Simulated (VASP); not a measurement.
# Sr (Fm-3m) in VASP: a series of runs

The runs below take Sr through electric field gradients, with LDA.

Program: VASP 6.6.1. These are calculated values, not measurements. Logs are shortened: lines on timing, memory, paths and dates and some standing lists are left out, and cuts for length are marked.

### 1 The cell of the first run

The structure is cubic, space group Fm-3m (No. 225). Conventional cell: a = 6.002 Å, b = 6.002 Å, c = 6.002 Å, α = 90.00°, β = 90.00°, γ = 90.00°. Within 5.6 Å of Sr (site symmetry m-3m) lie 12 Sr at 4.24 Å.

### 2 Electric field gradients, LDA (volume scaled by 0.96)

INCAR

```
SYSTEM = Sr
PREC = Accurate ; ENCUT = 520
EDIFF = 1E-8 ; ISMEAR = -1
SIGMA = 0.08 ; LREAL = .FALSE.
LASPH = .TRUE. ; NELM = 60
ALGO = Normal ; ISIF = 2
LWAVE = .FALSE. ; LCHARG = .FALSE.
LEFG = .TRUE. ; NBANDS = 11
```

KPOINTS

```
Automatic mesh
0
G
  10 10 10
  0 0 0
```

POSCAR

```
Sr
1.0
    0.0000000000      3.0012321217      3.0012321217
    3.0012321217      0.0000000000      3.0012321217
    3.0012321217      3.0012321217      0.0000000000
Sr
1
Direct
    0.0000000000      0.0000000000      0.0000000000
```

Potentials or basis: VASP PAW LDA potentials, release 64 (Sr_sv).

The run is started by

```bash
$ cat potpaw_LDA.64/Sr_sv/POTCAR > POTCAR
$ mpirun -np 1 vasp_std > vasp.out
```

OUTCAR:

```text
SYSTEM = Sr
   PREC = Accurate
   ENCUT = 520
   EDIFF = 1E-8
   ISMEAR = -1
   LREAL = .FALSE.
   LASPH = .TRUE.
   NELM = 60
   ISIF = 2

 ion  position               nearest neighbor table
   1  0.000  0.000  0.000-

  LATTYP: Found a face centered cubic cell.
 ALAT       =     6.0024642434

  Lattice vectors:

 A1 = (   0.0000000000,   3.0012321217,   3.0012321217)
 A2 = (   3.0012321217,   0.0000000000,   3.0012321217)
 A3 = (   3.0012321217,   3.0012321217,   0.0000000000)

Analysis of symmetry for initial positions (statically):
=====================================================================
 Subroutine PRICEL returns:
 Original cell was already a primitive cell.

 Routine SETGRP: Setting up the symmetry group for a
 face centered cubic supercell.

 Subroutine GETGRP returns: Found 48 space group operations
 (whereof 48 operations were pure point group operations)
 out of a pool of 48 trial point group operations.

The static configuration has the point symmetry O_h .

Analysis of symmetry for dynamics (positions and initial velocities):
=====================================================================
 Subroutine PRICEL returns:
 Original cell was already a primitive cell.

 Routine SETGRP: Setting up the symmetry group for a
 face centered cubic supercell.

 Subroutine GETGRP returns: Found 48 space group operations
 (whereof 48 operations were pure point group operations)
 out of a pool of 48 trial point group operations.

The dynamic configuration has the point symmetry O_h .

 Subroutine INISYM returns: Found 48 space group operations
 (whereof 48 operations are pure point group operations),
 and found     1 'primitive' translations

----------------------------------------------------------------------------------------

                                     Primitive cell

  volume of cell :      54.0666

  direct lattice vectors                    reciprocal lattice vectors
     0.000000000  3.001232122  3.001232122    -0.166598244  0.166598244  0.166598244
     3.001232122  0.000000000  3.001232122     0.166598244 -0.166598244  0.166598244
     3.001232122  3.001232122  0.000000000     0.166598244  0.166598244 -0.166598244

  length of vectors
     4.244383170  4.244383170  4.244383170     0.288556622  0.288556622  0.288556622

  position of ions in fractional coordinates (direct lattice)
     0.000000000  0.000000000  0.000000000

  ion indices of the primitive-cell ions
   primitive index   ion index
                 1           1

----------------------------------------------------------------------------------------

 KPOINTS: Automatic mesh

Automatic generation of k-mesh.
 Grid dimensions read from file:
 generate k-points for:   10   10   10

 Generating k-lattice:

  Cartesian coordinates                     Fractional coordinates (reciprocal lattice)
    -0.016659824  0.016659824  0.016659824     0.100000000  0.000000000  0.000000000
     0.016659824 -0.016659824  0.016659824     0.000000000  0.100000000  0.000000000
     0.016659824  0.016659824 -0.016659824     0.000000000  0.000000000  0.100000000

  Length of vectors
     0.028855662  0.028855662  0.028855662

  Shift w.r.t. Gamma in fractional coordinates (k-lattice)
     0.000000000  0.000000000  0.000000000

 Subroutine IBZKPT returns following result:
 ===========================================

 Found     47 irreducible k-points:

 Following reciprocal coordinates:
            Coordinates               Weight
  0.000000  0.000000  0.000000      1.000000
  0.100000  0.000000  0.000000      8.000000
  0.200000  0.000000  0.000000      8.000000
  0.300000  0.000000  0.000000      8.000000
  0.400000  0.000000  0.000000      8.000000
  0.500000  0.000000  0.000000      4.000000
[... 16 lines left out ...]
  0.300000  0.300000  0.000000      6.000000
  0.400000  0.300000  0.000000     24.000000
 [... further k-points ...]
   k-points           NKPTS =     47   k-points in BZ     NKDIM =     47   number of bands    NBANDS=     11
   number of dos      NEDOS =    301   number of ions     NIONS =      1
   total plane-waves  NPLWV =  32768
   dimension x,y,z NGX =    32 NGY =   32 NGZ =   32
   dimension x,y,z NGXF=    64 NGYF=   64 NGZF=   64
   ions per type =               1
   NGX,Y,Z   is equivalent  to a cutoff of  12.53, 12.53, 12.53 a.u.
   NGXF,Y,Z  is equivalent  to a cutoff of  25.07, 25.07, 25.07 a.u.
 SYSTEM =  Sr
   PREC   = accura    normal or accurate (medium, high low for compatibility)
   ISTART =      0    job   : 0-new  1-cont  2-samecut
   ICHARG =      2    charge: 1-file 2-atom 10-const
   ISPIN  =      1    spin polarized calculation?
   LNONCOLLINEAR =      F non collinear calculations
   LSORBIT =      F    spin-orbit coupling
   LASPH  =      T    aspherical Exc in radial PAW
   ENCUT  =  520.0 eV  38.22 Ry    6.18 a.u.   7.89  7.89  7.89*2*pi/ulx,y,z
   NELM   =     60;   NELMIN=  2; NELMDL= -5     # of ELM steps
   EDIFF  = 0.1E-07   stopping-criterion for ELM
   LREAL  =      F    real-space projection
   EDIFFG = 0.1E-06   stopping-criterion for IOM
   NSW    =      0    number of steps for IOM
   IBRION =     -1    ionic relax: 0-MD 1-quasi-New 2-CG
   NFREE  =      0    steps in history (QN), initial steepest desc. (CG)
   ISIF   =      2    stress and relaxation
   ISYM   =      2    0-nonsym 1-usesym 2-fastsym
   POTIM  = 0.5000    time-step for ionic-motion
   TEBEG  =    0.0;   TEEND  =   0.0 temperature during run
   PSTRESS=    0.0 pullay stress
   NELECT =      10.0000    total number of electrons
   NUPDOWN=      -1.0000    fix difference up-down
   EMIN   =  10.00;   EMAX   =-10.00  energy-range for DOS
   EFERMI =   0.00;   METHOD = LEGACY
   ISMEAR =    -1;   SIGMA  =   0.08  broadening in eV -4-tet -1-fermi 0-gaus
   EFERMI_NEDOS =   21; number of points for ismear=-14 and -15
   IALGO  =     38    algorithm
   IMIX   =      4    mixing-type and parameters
     AMIX     =   0.40;   BMIX     =  1.00
     AMIX_MAG =   1.60;   BMIX_MAG =  1.00
  volume/ion in A,a.u.               =      54.07       364.86
  Fermi-wavevector in a.u.,A,eV,Ry     =   0.932750  1.762642 11.837375  0.870023
  Thomas-Fermi vector in A             =   2.059380
   LORBIT       =      0    0 simple, 1 ext, 2 COOP (PROOUT), +10 PAW based schemes
   GGA     = CA    functional components
   LHFCALC =     F    Hartree Fock is set to
   AEXX    =    0.0000 exact exchange contribution
   IVDW    =     0    specifies the selected vdW correction
   LEPSILON=     F    determine dielectric tensor
   LRPA    =     F    only Hartree local field effects (RPA)
 non-spin polarized calculation
  energy-cutoff  :      520.00
  volume of cell :       54.07
 maximum number of plane-waves:      1476
   NGX = 15   NGY = 15   NGZ = 15

 number of electron      10.0000000 magnetization

 Free energy of the ion-electron system (eV)
  ---------------------------------------------------
  ext. energy  EPLUGINS =         0.00000000
  ---------------------------------------------------
  free energy    TOTEN  =        -1.88743846 eV

  energy without entropy =       -1.86032402  energy(sigma->0) =       -1.87388124

 E-fermi :   1.4863     XC(G=0):  -7.6105

 val. band max:        1.4852275718   @ k =  -0.3000   0.4000   0.1000
 cond. band min:       1.4928757669   @ k =  -0.4000   0.3000   0.0000
 fundamental gap:      0.0076481950
 Fermi energy:         1.4863483927

 k-point     1 :       0.0000    0.0000    0.0000
  band No.  band energies     occupation
      1     -34.9486      2.00000
      2     -16.9288      2.00000
      3     -16.9288      2.00000
      4     -16.9288      2.00000
      5      -2.2096      2.00000
      6       3.7350      0.00000
      7       3.7350      0.00000
      8       3.7350      0.00000
      9       5.2150      0.00000
     10       5.2150      0.00000
     11       8.7039      0.00000

 k-point     2 :       0.1000    0.0000    0.0000
  band No.  band energies     occupation
      1     -34.9472      2.00000
      2     -16.9498      2.00000
      3     -16.9316      2.00000
      4     -16.9316      2.00000
      5      -2.0453      2.00000
      6       3.4995      0.00000
      7       3.8105      0.00000
      8       3.8105      0.00000
      9       5.1208      0.00000
     10       5.1208      0.00000
     11       9.1050      0.00000
[... 295 lines left out ...]
 k-point    24 :       0.4000    0.3000    0.0000
  band No.  band energies     occupation
      1     -34.9320      2.00000
      2     -17.0920      2.00000
      3     -16.9954      2.00000
      4     -16.9887      2.00000
      5       0.1007      2.00000
      6       2.0424      0.00192
      7       2.7965      0.00000
      8       4.9140      0.00000
      9       5.2769      0.00000
     10       6.1860      0.00000
     11       7.8906      0.00000

 [... further k-points ...]
[... 5 lines left out ...]
  --------------------------------------------------------------------------------------
  -------------------------------------------------------------------------------------
  Total       -0.4060455     -0.4060455     -0.4060455      0.0000000      0.0000000      0.0000000
  in kB      -12.0325183    -12.0325183    -12.0325183      0.0000000      0.0000000      0.0000000
  external PRESSURE =     -12.0325183 kB  Pullay stress =       0.0000000 kB

 VOLUME and BASIS-vectors are now :
 -----------------------------------------------------------------------------
  energy-cutoff  :      520.00
  volume of cell :       54.07
      direct lattice vectors                 reciprocal lattice vectors
     0.000000000  3.001232122  3.001232122    -0.166598244  0.166598244  0.166598244
     3.001232122  0.000000000  3.001232122     0.166598244 -0.166598244  0.166598244
     3.001232122  3.001232122  0.000000000     0.166598244  0.166598244 -0.166598244

 POSITION                                       TOTAL-FORCE (eV/Angst)
 -----------------------------------------------------------------------------------
      0.00000      0.00000      0.00000         0.000000     -0.000000      0.000000
 -----------------------------------------------------------------------------------
    total drift:                                0.000000      0.000000      0.000000

  FREE ENERGIE OF THE ION-ELECTRON SYSTEM (eV)
  ---------------------------------------------------
  free  energy   TOTEN  =        -1.8874384591 eV

  energy  without entropy=       -1.8603240151  energy(sigma->0) =       -1.87388124

 Electric field gradients (V/A^2)
---------------------------------------------------------------------
 ion       V_xx      V_yy      V_zz      V_xy      V_xz      V_yz
---------------------------------------------------------------------
   1      -0.000     0.000    -0.000    -0.000    -0.000    -0.000
---------------------------------------------------------------------

 Electric field gradients after diagonalization (V/A^2)
 (convention: |V_zz| > |V_xx| > |V_yy|)
----------------------------------------------------------------------
 ion       V_xx      V_yy      V_zz     asymmetry (V_yy - V_xx)/ V_zz
----------------------------------------------------------------------
   1       0.000     0.000    -0.000       0.000
----------------------------------------------------------------------

           NMR quadrupolar parameters

 Cq : quadrupolar parameter    Cq=e*Q*V_zz/h
 eta: asymmetry parameters     (V_yy - V_xx)/ V_zz
 Q  : nuclear electric quadrupole moment in mb (millibarn)
----------------------------------------------------------------------
 ion       Cq(MHz)       eta       Q (mb)
----------------------------------------------------------------------
   1      -0.000       0.000       1.000
----------------------------------------------------------------------
```

It took 10 s on 1 thread of Intel Xeon Platinum 8488C (Sapphire Rapids), shared host; peak memory 0.16 GiB.

What came out:

* Free energy: -1.8874 eV
* Pressure: -1.2 GPa
* Band gap on the k mesh: zero (band 5 reaches 1.52 eV, above the bottom of band 6 at 1.49 eV)

Levels at points of the mesh, in eV from the Fermi level:
| k point | band 1 | band 2 | band 3 | band 4 | band 5 | band 6 | band 7 | band 8 | band 9 | band 10 |
| --- | --- | --- | --- | --- | --- | --- | --- | --- | --- | --- |
| (0.00, 0.00, 0.00) | -36.43 | -18.42 | -18.42 | -18.42 | -3.70 | 2.25 | 2.25 | 2.25 | 3.73 | 3.73 |
| (0.50, 0.00, 0.00) | -36.42 | -18.63 | -18.44 | -18.44 | -1.19 | 0.14 | 2.10 | 2.10 | 4.79 | 4.79 |
| (0.50, 0.50, 0.00) | -36.41 | -18.62 | -18.49 | -18.49 | -0.69 | 0.26 | 1.13 | 4.80 | 5.10 | 5.10 |

Caveat: without QUAD_EFG the Cq values of the log hold for a quadrupole moment of 1 mb, not for the nuclei.

### 3 Electric field gradients, LDA (volume scaled by 0.96)

INCAR

```
SYSTEM = Sr
PREC = Accurate
ENCUT = 520
EDIFF = 1E-8
ISMEAR = -1
SIGMA = 0.08
LREAL = .FALSE.
LASPH = .TRUE.
NELM = 80
ALGO = Normal
ISIF = 2
LWAVE = .FALSE.
LCHARG = .FALSE.
GGA = CA
LEFG = .TRUE.
NBANDS = 11
```

KPOINTS

```
regular mesh
0
G
  10 10 10
  0 0 0
```

POSCAR is that of step 2.

Potentials or basis: VASP PAW LDA potentials, release 64 (Sr_sv).

The run is started by

```bash
$ cat potpaw_LDA.64/Sr_sv/POTCAR > POTCAR
$ mpirun -np 1 vasp_std > vasp.out
```

OUTCAR:

```text
SYSTEM = Sr
   PREC = Accurate
   ENCUT = 520
   EDIFF = 1E-8
   ISMEAR = -1
   LREAL = .FALSE.
   LASPH = .TRUE.
   NELM = 80
   ISIF = 2
   GGA = CA

 ion  position               nearest neighbor table
   1  0.000  0.000  0.000-

  LATTYP: Found a face centered cubic cell.
 ALAT       =     6.0024642434

  Lattice vectors:

 A1 = (   0.0000000000,   3.0012321217,   3.0012321217)
 A2 = (   3.0012321217,   0.0000000000,   3.0012321217)
 A3 = (   3.0012321217,   3.0012321217,   0.0000000000)

Analysis of symmetry for initial positions (statically):
=====================================================================
 Subroutine PRICEL returns:
 Original cell was already a primitive cell.

 Routine SETGRP: Setting up the symmetry group for a
 face centered cubic supercell.

 Subroutine GETGRP returns: Found 48 space group operations
 (whereof 48 operations were pure point group operations)
 out of a pool of 48 trial point group operations.

The static configuration has the point symmetry O_h .

Analysis of symmetry for dynamics (positions and initial velocities):
=====================================================================
 Subroutine PRICEL returns:
 Original cell was already a primitive cell.

 Routine SETGRP: Setting up the symmetry group for a
 face centered cubic supercell.

 Subroutine GETGRP returns: Found 48 space group operations
 (whereof 48 operations were pure point group operations)
 out of a pool of 48 trial point group operations.

The dynamic configuration has the point symmetry O_h .

 Subroutine INISYM returns: Found 48 space group operations
 (whereof 48 operations are pure point group operations),
[... 149 lines left out ...]
  band No.  band energies     occupation
      1     -34.9486      2.00000
      2     -16.9288      2.00000
      3     -16.9288      2.00000
      4     -16.9288      2.00000
      5      -2.2096      2.00000
      6       3.7350      0.00000
      7       3.7350      0.00000
      8       3.7350      0.00000
      9       5.2150      0.00000
     10       5.2150      0.00000
     11       8.7039      0.00000
[... 309 lines left out ...]
 k-point    24 :       0.4000    0.3000    0.0000
  band No.  band energies     occupation
      1     -34.9320      2.00000
      2     -17.0920      2.00000
      3     -16.9954      2.00000
      4     -16.9887      2.00000
      5       0.1007      2.00000
      6       2.0424      0.00192
      7       2.7965      0.00000
      8       4.9140      0.00000
      9       5.2769      0.00000
     10       6.1860      0.00000
     11       7.8906      0.00000

 [... further k-points ...]
[... 5 lines left out ...]
  --------------------------------------------------------------------------------------
  -------------------------------------------------------------------------------------
  Total       -0.4060455     -0.4060455     -0.4060455      0.0000000      0.0000000      0.0000000
  in kB      -12.0325183    -12.0325183    -12.0325183      0.0000000      0.0000000      0.0000000
  external PRESSURE =     -12.0325183 kB  Pullay stress =       0.0000000 kB

 VOLUME and BASIS-vectors are now :
 -----------------------------------------------------------------------------
  energy-cutoff  :      520.00
  volume of cell :       54.07
      direct lattice vectors                 reciprocal lattice vectors
     0.000000000  3.001232122  3.001232122    -0.166598244  0.166598244  0.166598244
     3.001232122  0.000000000  3.001232122     0.166598244 -0.166598244  0.166598244
     3.001232122  3.001232122  0.000000000     0.166598244  0.166598244 -0.166598244

 POSITION                                       TOTAL-FORCE (eV/Angst)
 -----------------------------------------------------------------------------------
      0.00000      0.00000      0.00000         0.000000     -0.000000      0.000000
 -----------------------------------------------------------------------------------
    total drift:                                0.000000      0.000000      0.000000

  FREE ENERGIE OF THE ION-ELECTRON SYSTEM (eV)
  ---------------------------------------------------
  free  energy   TOTEN  =        -1.8874384591 eV

  energy  without entropy=       -1.8603240151  energy(sigma->0) =       -1.87388124

 Electric field gradients (V/A^2)
---------------------------------------------------------------------
 ion       V_xx      V_yy      V_zz      V_xy      V_xz      V_yz
---------------------------------------------------------------------
   1      -0.000     0.000    -0.000    -0.000    -0.000    -0.000
---------------------------------------------------------------------

 Electric field gradients after diagonalization (V/A^2)
 (convention: |V_zz| > |V_xx| > |V_yy|)
----------------------------------------------------------------------
 ion       V_xx      V_yy      V_zz     asymmetry (V_yy - V_xx)/ V_zz
----------------------------------------------------------------------
   1       0.000     0.000    -0.000       0.000
----------------------------------------------------------------------

           NMR quadrupolar parameters

 Cq : quadrupolar parameter    Cq=e*Q*V_zz/h
 eta: asymmetry parameters     (V_yy - V_xx)/ V_zz
 Q  : nuclear electric quadrupole moment in mb (millibarn)
----------------------------------------------------------------------
 ion       Cq(MHz)       eta       Q (mb)
----------------------------------------------------------------------
   1      -0.000       0.000       1.000
----------------------------------------------------------------------
```

OSZICAR:

```text
N       E                     dE             d eps       ncg     rms          rms(c)
DAV:   1     0.360911344380E+02    0.36091E+02   -0.47788E+03  1042   0.789E+02
DAV:   2    -0.256534949307E+00   -0.36348E+02   -0.35775E+02  1209   0.154E+02
DAV:   3    -0.180544515472E+01   -0.15489E+01   -0.15341E+01  1479   0.238E+01
DAV:   4    -0.188996145477E+01   -0.84516E-01   -0.84281E-01  1374   0.500E+00
DAV:   5    -0.189112222417E+01   -0.11608E-02   -0.11607E-02  1433   0.550E-01    0.113E+01
DAV:   6    -0.188899088071E+01    0.21313E-02   -0.61792E-03  1231   0.939E-01    0.636E+00
DAV:   7    -0.188747864568E+01    0.15122E-02   -0.10330E-02  1166   0.117E+00    0.276E-01
DAV:   8    -0.188741805836E+01    0.60587E-04   -0.13788E-03  1637   0.206E-01    0.622E-02
DAV:   9    -0.188743290294E+01   -0.14845E-04   -0.13447E-05  1238   0.301E-02    0.292E-02
DAV:  10    -0.188743819654E+01   -0.52936E-05   -0.51393E-06  1437   0.216E-02    0.102E-02
DAV:  11    -0.188743847799E+01   -0.28145E-06   -0.39850E-07  1250   0.613E-03    0.853E-03
DAV:  12    -0.188743846154E+01    0.16452E-07   -0.60489E-08  1683   0.198E-03    0.278E-03
DAV:  13    -0.188743845915E+01    0.23906E-08   -0.39344E-09   702   0.676E-04
   1 F= -.18874385E+01 E0= -.18738812E+01  d E =-.271144E-01
```

stdout:

```text
POSCAR found type information on POSCAR Sr
 POSCAR found :  1 types and       1 ions
 scaLAPACK will be used
 LDA part: xc-table for (Slater(with rela. corr.)+CA(PZ))
 , standard interpolation
 POSCAR, INCAR and KPOINTS ok, starting setup
 FFT: planning ... GRIDC
 FFT: planning ... GRID_SOFT
 FFT: planning ... GRID
 WAVECAR not read
 entering main loop
ion   1
```

Wall time 10 s (1 thread of Intel Xeon Platinum 8488C (Sapphire Rapids), shared host); peak memory 0.16 GiB.

What came out:

| Quantity | Value |
| --- | --- |
| Free energy | -1.8874 eV |
| Pressure | -1.2 GPa |
| Band gap on the k mesh | zero (band 5 reaches 1.52 eV, above the bottom of band 6 at 1.49 eV) |

Caveat: without QUAD_EFG the Cq values of the log hold for a quadrupole moment of 1 mb, not for the nuclei.

[end of part 1 of 2]
